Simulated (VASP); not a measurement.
Runs of VASP 6.6.1 on La. The structure is that of space group Pm-3m (No. 221), or close to it. The cells are those of the table. 

```tsv
task	cell	gap on the mesh (eV)	pressure (GPa)
single point	a = 2.454 Å, 1 atom	none	193.0
relaxation of cell and atoms	relaxed from a = 3.429 Å, 1 atom	none	0.0
single point	a = 3.330 Å, 1 atom	none	0.0
single point	a = 3.274 Å, 1 atom	none	(a)
single point	a = 3.026 Å, 1 atom	none	11.1
single point	a = 3.155 Å, 1 atom	none	5.0
```

Alike in all rows: level PBE; potentials or basis VASP PAW PBE potentials, release 64 (La); no spin polarisation; k mesh 12 × 12 × 12; cutoff (eV) 500; smearing fermi-dirac 0.08 eV.

**Question.** Fill in the values left out.

**Answer.** (a) 1.3.

Caveats: spin-orbit coupling is left out, which moves the levels of the heavy elements.

A k mesh can miss the band edges, and the runs leave out spin-orbit coupling on La.

A gap of «none» marks levels without a gap at the run's occupations.
